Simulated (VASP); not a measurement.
Set up this calculation in VASP 6.6.1, as the native input.

- Task: single point
- Functional: LDA
- Potentials or basis: VASP PAW LDA potentials, release 64 (Te, Sn_d)
- Cutoff: 520 eV
- k mesh: 7 × 7 × 7
- Occupations: tetrahedron
- Spin: no spin polarisation
- Dipole correction: no
- Further INCAR settings: ALGO = Normal; EDIFF = 1e-07; NBANDS = 17

The structure of SnTe lies in POSCAR:

```
SnTe
1.0
    3.7976675900      0.0000000000      0.0000000000
    0.0000000000      3.7976675900      0.0000000000
    0.0000000000      0.0000000000      3.7976675900
Te Sn
1 1
Direct
    0.5000000000      0.5000000000      0.5000000000
    0.0000000000      0.0000000000      0.0000000000
```

This cell differs from its parent crystal: volume scaled by 0.92.

One way to write it, as run:

INCAR

```
PREC = Accurate
ENCUT = 520
EDIFF = 1E-7
ISMEAR = -5
SIGMA = 0.05
LREAL = F
LASPH = T
NELM = 80
ALGO = Normal
ISIF = 2
LWAVE = F
LCHARG = F
NBANDS = 17
```

KPOINTS

```
Automatic mesh
0
Gamma
  7 7 7
```

Potentials or basis: VASP PAW LDA potentials, release 64 (Te, Sn_d).

Run with:

```sh
$ cat potpaw_LDA.64/Te/POTCAR potpaw_LDA.64/Sn_d/POTCAR > POTCAR
$ mpirun -np 1 vasp_std > vasp.out
```

Results of the run:

The pressure is -0.3 GPa and the band gap on the k mesh is zero (band 10 reaches 8.25 eV, above the bottom of band 11 at 6.77 eV).

Caveat: spin-orbit coupling is left out, which moves the levels of the heavy elements; tetrahedron occupations give inexact forces and stress in metals.

It took 22 s on 1 thread of Intel Xeon 8259CL (shared host), peak memory 0.15 GiB.
